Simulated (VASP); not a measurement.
# Co (P6_3/mmc) in VASP: further runs

Aim: see how the results for Co move with the level of theory and the settings. Levels: B3LYP5, PBEsol-based screened hybrid with 25 % exact exchange, PBEsol-based global hybrid with 25 % exact exchange. Tasks: single point.

Program: VASP 6.6.1. These are calculated values, not measurements. Logs are shortened: lines on timing, memory, paths and dates and some standing lists are left out, and cuts for length are marked.

### Step 1. The cell of the first run

The structure is hexagonal, space group P6_3/mmc (No. 194). Conventional cell: a = 2.455 Å, b = 2.455 Å, c = 3.994 Å, α = 90.00°, β = 90.00°, γ = 120.00°. Co (site symmetry -6m2) has 12 Co at 2.45 to 2.46 Å within 3.2 Å.

### Step 2. Single point, B3LYP5, collinear spin, ferromagnetic start

POSCAR

```
Co
1.0
    2.4554087999      0.0000000000      0.0000000000
   -1.2277044000      2.1264463974      0.0000000000
    0.0000000000      0.0000000000      3.9941557227
Co
2
Direct
    0.6666666667      0.3333333333      0.7500000000
    0.3333333333      0.6666666667      0.2500000000
```

INCAR.step1

```
PREC = Accurate
ENCUT = 520
EDIFF = 1E-5
ISMEAR = -1
SIGMA = 0.05
LREAL = False
LASPH = True
NELM = 150
ALGO = Normal
ISIF = 2
LWAVE = True
LCHARG = False
ISPIN = 2
MAGMOM = 2 2
LORBIT = 11
LMAXMIX = 4
GGA = PE
NBANDS = 20
```

INCAR.step2

```
PREC = Accurate
ENCUT = 520
EDIFF = 1E-6
ISMEAR = -1
SIGMA = 0.05
LREAL = False
LASPH = True
NELM = 150
ALGO = Normal
ISIF = 2
LWAVE = False
LCHARG = False
ISPIN = 2
MAGMOM = 2 2
LORBIT = 11
LMAXMIX = 4
GGA = B5
LHFCALC = True
AEXX = 0.2
AGGAX = 0.72
AGGAC = 0.81
ALDAC = 0.19
PRECFOCK = Normal
ISTART = 1
NBANDS = 20
```

KPOINTS

```
regular mesh
0
Gamma
  6 6 4
```

Potentials or basis: VASP PAW PBE potentials, release 64 (Co).

Run with:

```bash
$ cat potpaw_PBE.64/Co/POTCAR > POTCAR
$ cp INCAR.step1 INCAR
$ mpirun -np 1 vasp_std > vasp.out
$ cp INCAR.step2 INCAR
$ mpirun -np 1 vasp_std > vasp.out
```

OUTCAR:

```text
PREC = Accurate
   ENCUT = 520
   EDIFF = 1E-6
   ISMEAR = -1
   LREAL = False
   LASPH = True
   NELM = 150
   ISIF = 2
   ISPIN = 2
   LORBIT = 11
   GGA = B5
   LHFCALC = True
   AEXX = 0.2
   PRECFOCK = Normal
   ISTART = 1

 ion  position               nearest neighbor table
   1  0.667  0.333  0.750-   2 2.45   2 2.45   2 2.45   2 2.45   2 2.45   2 2.45
   2  0.333  0.667  0.250-   1 2.45   1 2.45   1 2.45   1 2.45   1 2.45   1 2.45

  LATTYP: Found a hexagonal cell.
 ALAT       =     2.4554087999
 C/A-ratio  =     1.6266764715

  Lattice vectors:

 A1 = (   2.4554087999,   0.0000000000,   0.0000000000)
 A2 = (  -1.2277044000,   2.1264463974,   0.0000000000)
 A3 = (   0.0000000000,   0.0000000000,   3.9941557227)

Analysis of symmetry for initial positions (statically):
=====================================================================
 Subroutine PRICEL returns:
 Original cell was already a primitive cell.

 Routine SETGRP: Setting up the symmetry group for a
 hexagonal supercell.

 Subroutine GETGRP returns: Found 24 space group operations
 (whereof 12 operations were pure point group operations)
 out of a pool of 24 trial point group operations.

The static configuration has the point symmetry D_3d.
 The point group associated with its full space group is D_6h.

Analysis of symmetry for dynamics (positions and initial velocities):
=====================================================================
 Subroutine PRICEL returns:
 Original cell was already a primitive cell.

 Routine SETGRP: Setting up the symmetry group for a
 hexagonal supercell.

 Subroutine GETGRP returns: Found 24 space group operations
 (whereof 12 operations were pure point group operations)
 out of a pool of 24 trial point group operations.

The dynamic configuration has the point symmetry D_3d.
 The point group associated with its full space group is D_6h.

Analysis of structural, dynamic, and magnetic symmetry:
=====================================================================
 Subroutine PRICEL returns:
 Original cell was already a primitive cell.

 Routine SETGRP: Setting up the symmetry group for a
 hexagonal supercell.

 Subroutine GETGRP returns: Found 24 space group operations
 (whereof 12 operations were pure point group operations)
 out of a pool of 24 trial point group operations.

The overall configuration has the point symmetry D_3d.
 The point group associated with its full space group is D_6h.

 Subroutine INISYM returns: Found 24 space group operations
 (whereof 12 operations are pure point group operations),
 and found     1 'primitive' translations

----------------------------------------------------------------------------------------

                                     Primitive cell

  volume of cell :      20.8547

  direct lattice vectors                    reciprocal lattice vectors
     2.455408800  0.000000000  0.000000000     0.407264159  0.235134072  0.000000000
    -1.227704400  2.126446397  0.000000000     0.000000000  0.470268144  0.000000000
     0.000000000  0.000000000  3.994155723     0.000000000  0.000000000  0.250365802

  length of vectors
     2.455408800  2.455408800  3.994155723     0.470268144  0.470268144  0.250365802

  position of ions in fractional coordinates (direct lattice)
     0.666666667  0.333333333  0.750000000
     0.333333333  0.666666667  0.250000000

  ion indices of the primitive-cell ions
   primitive index   ion index
                 1           1
                 2           2

----------------------------------------------------------------------------------------

 KPOINTS: regular mesh

Automatic generation of k-mesh.
 Grid dimensions read from file:
 generate k-points for:    6    6    4

 Generating k-lattice:

  Cartesian coordinates                     Fractional coordinates (reciprocal lattice)
     0.067877360  0.039189012  0.000000000     0.166666667  0.000000000  0.000000000
     0.000000000  0.078378024  0.000000000     0.000000000  0.166666667  0.000000000
     0.000000000  0.000000000  0.062591450     0.000000000  0.000000000  0.250000000

  Length of vectors
     0.078378024  0.078378024  0.062591450

  Shift w.r.t. Gamma in fractional coordinates (k-lattice)
     0.000000000  0.000000000  0.000000000

 Subroutine IBZKPT returns following result:
 ===========================================

 Found     21 irreducible k-points:

 Following reciprocal coordinates:
            Coordinates               Weight
  0.000000  0.000000  0.000000      1.000000
  0.166667  0.000000  0.000000      6.000000
  0.333333 -0.000000  0.000000      6.000000
  0.500000  0.000000  0.000000      3.000000
  0.166667  0.166667  0.000000      6.000000
  0.333333  0.166667  0.000000     12.000000
[... 13 lines left out ...]
  0.333333  0.166667  0.500000     12.000000
  0.333333  0.333333  0.500000      2.000000
   k-points           NKPTS =     21   k-points in BZ     NKDIM =    144   number of bands    NBANDS=     20
   number of dos      NEDOS =    301   number of ions     NIONS =      2
   total plane-waves  NPLWV =   9720
   dimension x,y,z NGX =    18 NGY =   18 NGZ =   30
   dimension x,y,z NGXF=    36 NGYF=   36 NGZF=   60
   ions per type =               2
   NGX,Y,Z   is equivalent  to a cutoff of  12.19, 12.19, 12.49 a.u.
   NGXF,Y,Z  is equivalent  to a cutoff of  24.37, 24.37, 24.97 a.u.
 SYSTEM =  unknown system
   PREC   = accura    normal or accurate (medium, high low for compatibility)
   ISTART =      1    job   : 0-new  1-cont  2-samecut
   ICHARG =      0    charge: 1-file 2-atom 10-const
   ISPIN  =      2    spin polarized calculation?
   LNONCOLLINEAR =      F non collinear calculations
   LSORBIT =      F    spin-orbit coupling
   LASPH  =      T    aspherical Exc in radial PAW
   ENCUT  =  520.0 eV  38.22 Ry    6.18 a.u.   4.57  4.57  7.43*2*pi/ulx,y,z
   NELM   =    150;   NELMIN=  2; NELMDL=  0     # of ELM steps
   EDIFF  = 0.1E-05   stopping-criterion for ELM
   LREAL  =      F    real-space projection
   EDIFFG = 0.1E-04   stopping-criterion for IOM
   NSW    =      0    number of steps for IOM
   IBRION =     -1    ionic relax: 0-MD 1-quasi-New 2-CG
   NFREE  =      0    steps in history (QN), initial steepest desc. (CG)
   ISIF   =      2    stress and relaxation
   ISYM   =      3    0-nonsym 1-usesym 2-fastsym
   POTIM  = 0.5000    time-step for ionic-motion
   TEBEG  =    0.0;   TEEND  =   0.0 temperature during run
   PSTRESS=    0.0 pullay stress
   NELECT =      18.0000    total number of electrons
   NUPDOWN=      -1.0000    fix difference up-down
   EMIN   =  10.00;   EMAX   =-10.00  energy-range for DOS
   EFERMI =   0.00;   METHOD = LEGACY
   ISMEAR =    -1;   SIGMA  =   0.05  broadening in eV -4-tet -1-fermi 0-gaus
   EFERMI_NEDOS =   21; number of points for ismear=-14 and -15
   IALGO  =     38    algorithm
   IMIX   =      1    mixing-type and parameters
     AMIX     =   0.40;   BMIX     =  1.00
     AMIX_MAG =   1.60;   BMIX_MAG =  1.00
  volume/ion in A,a.u.               =      10.43        70.37
  Fermi-wavevector in a.u.,A,eV,Ry     =   1.558707  2.945530 33.056288  2.429569
  Thomas-Fermi vector in A             =   2.662172
   LORBIT       =     11    0 simple, 1 ext, 2 COOP (PROOUT), +10 PAW based schemes
   GGA     = B5    functional components
   LHFCALC =     T    Hartree Fock is set to
   PRECFOCK=normal    Normal, Fast or Accurate (Low or Medium for compatibility)
   ENCUT4O =  -1.0   cutoff for four orbital integrals eV
   NKREDX  =     1    reduce k-point grid by
   NKREDY  =     1    reduce k-point grid by
   NKREDZ  =     1    reduce k-point grid by
   AEXX    =    0.2000 exact exchange contribution
   HFSCREEN=    0.0000 screening length (either q_TF or 0.3 A-1)
   HFSCREENC=   0.0000 screening length for correlation (either q_TF or 0.3 A-1)
   ENCUTFOCK=  -1.0 apply spherical cutoff to Coloumb kernel
   IVDW    =     0    specifies the selected vdW correction
   LEPSILON=     F    determine dielectric tensor
   LRPA    =     F    only Hartree local field effects (RPA)
 spin polarized calculation
  energy-cutoff  :      520.00
  volume of cell :       20.85
 maximum number of plane-waves:       578
  NGX = 14; NGY = 14; NGZ = 24

 number of electron      17.9999974 magnetization       3.3479241

 Free energy of the ion-electron system (eV)
  ---------------------------------------------------
  ext. energy  EPLUGINS =         0.00000000
  ---------------------------------------------------
  free energy    TOTEN  =       -16.76042756 eV

  energy without entropy =      -16.75996406  energy(sigma->0) =      -16.76019581

 E-fermi :  11.3030     XC(G=0): -10.7704

 val. band max:       11.0920061432   @ k =   0.3333  -0.0000   0.5000
 cond. band min:      11.5165036925   @ k =   0.5000   0.0000   0.5000
 fundamental gap:      0.4244975493
 Fermi energy:        11.3029523647

 spin component 1

 k-point     1 :       0.0000    0.0000    0.0000
  band No.  band energies     occupation
      1       0.9864      1.00000
      2       3.9872      1.00000
      3       6.3485      1.00000
      4       6.4319      1.00000
      5       6.4319      1.00000
      6       6.7558      1.00000
[... 12 lines left out ...]
     19      39.5110      0.00000
     20      39.5110      0.00000

 k-point     2 :       0.1667    0.0000    0.0000
  band No.  band energies     occupation
      1       2.0569      1.00000
      2       4.4915      1.00000
      3       5.9166      1.00000
      4       6.3716      1.00000
      5       6.5373      1.00000
      6       6.8091      1.00000
[... 12 lines left out ...]
     19      39.9231      0.00000
     20      42.2014      0.00000
[... 395 lines left out ...]
      2       4.5315      1.00000
      3       5.5083      1.00000
      4       5.5261      1.00000
      5       6.6855      1.00000
      6       6.6999      1.00000
[... 12 lines left out ...]
     19      39.1126      0.00000
     20      39.1192      0.00000

 k-point    21 :       0.3333    0.3333    0.5000
  band No.  band energies     occupation
      1       5.1330      1.00000
      2       5.1330      1.00000
      3       5.4182      1.00000
      4       5.4481      1.00000
      5       6.3105      1.00000
      6       6.3105      1.00000
[... 12 lines left out ...]
     19      36.7600      0.00000
     20      36.7665      0.00000
 Fermi energy:        11.3029523647

 spin component 2

 k-point     1 :       0.0000    0.0000    0.0000
  band No.  band energies     occupation
      1       0.6019      1.00000
      2       5.6618      1.00000
      3       9.5248      1.00000
      4       9.6612      1.00000
      5       9.6612      1.00000
      6      10.0303      1.00000
[... 12 lines left out ...]
     19      39.9337      0.00000
     20      39.9337      0.00000

 k-point     2 :       0.1667    0.0000    0.0000
  band No.  band energies     occupation
      1       1.6882      1.00000
      2       6.3760      1.00000
      3       8.7636      1.00000
      4       8.8513      1.00000
      5       9.6657      1.00000
      6      10.4094      1.00000
[... 12 lines left out ...]
     19      39.9368      0.00000
     20      42.4494      0.00000
[... 396 lines left out ...]
      3       8.0957      1.00000
      4       8.1814      1.00000
      5       9.3306      1.00000
      6       9.3882      1.00000
[... 12 lines left out ...]
     19      39.3717      0.00000
     20      39.3837      0.00000

 k-point    21 :       0.3333    0.3333    0.5000
  band No.  band energies     occupation
      1       7.6768      1.00000
      2       7.6980      1.00000
      3       7.6980      1.00000
      4       7.7737      1.00000
      5       8.7162      1.00000
      6       8.7162      1.00000
[... 12 lines left out ...]
     19      36.8752      0.00000
     20      36.9022      0.00000

------------------------ aborting loop because EDIFF is reached ----------------------------------------

  FORCE on cell =-STRESS in cart. coord.  units (eV):
  Direction    XX          YY          ZZ          XY          YZ          ZX
  --------------------------------------------------------------------------------------
  -------------------------------------------------------------------------------------
  Total        1.4670715      1.4670715      1.6145333     -0.0000000      0.0000000      0.0000000
  in kB      112.7090031    112.7090031    124.0378820     -0.0000000      0.0000000      0.0000000
  external PRESSURE =     116.4852961 kB  Pullay stress =       0.0000000 kB

 VOLUME and BASIS-vectors are now :
 -----------------------------------------------------------------------------
  energy-cutoff  :      520.00
  volume of cell :       20.85
      direct lattice vectors                 reciprocal lattice vectors
     2.455408800  0.000000000  0.000000000     0.407264159  0.235134072  0.000000000
    -1.227704400  2.126446397  0.000000000     0.000000000  0.470268144  0.000000000
     0.000000000  0.000000000  3.994155723     0.000000000  0.000000000  0.250365802

 POSITION                                       TOTAL-FORCE (eV/Angst)
 -----------------------------------------------------------------------------------
      1.22770      0.70882      2.99562         0.000000     -0.000000     -0.000000
     -0.00000      1.41763      0.99854        -0.000000      0.000000      0.000000
 -----------------------------------------------------------------------------------
    total drift:                                0.000000     -0.000000      0.000000

  FREE ENERGIE OF THE ION-ELECTRON SYSTEM (eV)
  ---------------------------------------------------
  free  energy   TOTEN  =       -16.7604275571 eV

  energy  without entropy=      -16.7599640582  energy(sigma->0) =      -16.76019581

 total charge

# of ion       s       p       d       tot
------------------------------------------
    1        0.501   0.531   7.374   8.406
    2        0.501   0.531   7.374   8.406
--------------------------------------------------
tot          1.002   1.062  14.747  16.812

 magnetization (x)

# of ion       s       p       d       tot
------------------------------------------
    1       -0.033  -0.112   1.852   1.708
    2       -0.033  -0.112   1.852   1.708
--------------------------------------------------
tot         -0.066  -0.223   3.705   3.415
```

It took 2 h on 1 thread of Oxide Virtual Turin-like, shared host; peak memory 0.12 GiB.

What came out:

```
Free energy                                           : -16.7604 eV
Pressure                                              : 11.6 GPa
Net moment                                            : 3.35 μB per cell
Site moments                                          : Co +1.71 μB
Valence electrons inside the program's atomic spheres : Co 8.41
```

Levels at points of the mesh, in eV from the Fermi level:
Spin up:
```csv
k point,band 8,band 9,band 10,band 11,band 12,band 13,band 14,band 15
"(0.00, 0.00, 0.00)",-4.24,-4.24,-2.94,-2.94,0.27,7.20,23.87,26.81
"(0.50, 0.00, 0.00)",-2.78,-2.68,-2.56,1.35,3.85,10.92,11.70,14.16
"(0.00, 0.00, 0.50)",-4.94,-3.36,-3.36,-3.33,-3.33,16.54,16.54,24.61
"(0.50, 0.00, 0.50)",-3.00,-2.61,-2.60,2.07,2.07,8.31,8.33,20.23
```
Spin down:
```csv
k point,band 4,band 5,band 6,band 7,band 8,band 9,band 10,band 11
"(0.00, 0.00, 0.00)",-1.64,-1.64,-1.27,-1.27,-0.89,-0.34,-0.34,2.00
"(0.50, 0.00, 0.00)",-2.64,-1.81,-1.62,-1.25,2.11,2.21,2.41,3.56
"(0.00, 0.00, 0.50)",-2.43,-1.87,-1.87,-1.75,-1.75,1.51,1.51,1.62
"(0.50, 0.00, 0.50)",-3.43,0.21,0.37,0.45,0.47,2.20,2.20,3.02
```

Caveat: the k points lie up to 0.49 Å⁻¹ apart; the PAW data sets were made with another functional, which shifts forces and pressure a little.

[end of part 1 of 2]
